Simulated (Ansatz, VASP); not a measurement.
## C in VASP and in Ansatz

POSCAR

```
C
1.0
    2.5221000000      0.0000000000      0.0000000000
   -1.2610500000      2.1842026709      0.0000000000
    0.0000000000      0.0000000000      8.2371000000
C
8
Direct
    0.6666666667      0.3333333333      0.8437500000
    0.3333333333      0.6666666667      0.3437500000
    0.6666666667      0.3333333333      0.6562500000
    0.3333333333      0.6666666667      0.1562500000
    0.0000000000      0.0000000000      0.9062500000
    0.0000000000      0.0000000000      0.4062500000
    0.0000000000      0.0000000000      0.5937500000
    0.0000000000      0.0000000000      0.0937500000
```

The input INCAR.step1:

```
SYSTEM = C
PREC = Accurate ; ENCUT = 520
ISMEAR = -1 ; SIGMA = 0.05
LREAL = .False. ; LASPH = .True.
NELM = 80 ; NBANDS = 26
GGA = PE ; ALGO = Normal
EDIFF = 1E-4 ; LWAVE = .True.
LCHARG = .False.
```

The input INCAR.step2:

```
SYSTEM = C
PREC = Accurate ; ENCUT = 520
EDIFF = 1E-6 ; ISMEAR = -1
SIGMA = 0.05 ; LREAL = .False.
LASPH = .True. ; NELM = 80
ALGO = Normal ; ISIF = 2
LWAVE = .False. ; LCHARG = .False.
METAGGA = R2SCAN ; LMIXTAU = .True.
IVDW = 13 ; VDW_S6 = 1.0
VDW_S8 = 0.6018749 ; VDW_A1 = 0.51559235
VDW_A2 = 5.77342911 ; NBANDS = 26
ISTART = 1
```

File KPOINTS:

```
regular mesh
0
Gamma
  12 12 4
  0 0 0
```

File input.yaml:

```yaml
crystal:
  lattice:
    - [2.5221, 0.0, 0.0]
    - [-1.26105, 2.1842026709, 0.0]
    - [0.0, 0.0, 8.2371]
  atoms:
    - { symbol: C, position: [0.6666666667, 0.3333333333, 0.84375] }
    - { symbol: C, position: [0.3333333333, 0.6666666667, 0.34375] }
    - { symbol: C, position: [0.6666666667, 0.3333333333, 0.65625] }
    - { symbol: C, position: [0.3333333333, 0.6666666667, 0.15625] }
    - { symbol: C, position: [0.0, 0.0, 0.90625] }
    - { symbol: C, position: [0.0, 0.0, 0.40625] }
    - { symbol: C, position: [0.0, 0.0, 0.59375] }
    - { symbol: C, position: [0.0, 0.0, 0.09375] }
hamiltonian:
  xc: r2scan
  pseudopotentials: { kind: paw }
  dispersion: d4
kpoints:
  mp_grid: { grid: [12, 12, 4] }
scf:
  occupations: { method: fermi_dirac, width: 0.05 }
output:
  forces: true
  stress: true
  eigenvalues: true
```

Alike in both runs: task single point; functional r2SCAN; dispersion D4; k mesh 12 × 12 × 4; occupations fermi-dirac, width 0.05 eV; no spin polarisation.

|  | VASP | Ansatz |
| --- | --- | --- |
| version | VASP 6.6.1 | Ansatz 0.2.0 |
| potentials or method | VASP PAW PBE potentials, release 64 (C) | Ansatz PAW |
| plane-wave cutoff (eV) | 520 | 500 |
| valence electrons in the cell | 32 | 32 |

Ansatz gave:

| Property | Result |
| --- | --- |
| gap on the k mesh at the Fermi level (eV) | 4.64 |
| least direct gap on the mesh (eV) | 5.45 |
| pressure (GPa) | -4.1 |
| traceless stress, the component that is largest in VASP (GPa) | 8.72 |
| rms of the force components (eV/Å) | 0.199 |

Question: Estimate VASP's values.

Answer: gap on the k mesh at the Fermi level (eV): 4.62; least direct gap on the mesh (eV): 5.40; pressure (GPa): -3.0; traceless stress, the component that is largest in VASP (GPa): 8.75; rms of the force components (eV/Å): 0.200.

VASP's potentials were made for PBE, not for r2SCAN. Atom by atom the forces differ by 0.001 eV/Å (rms over components).
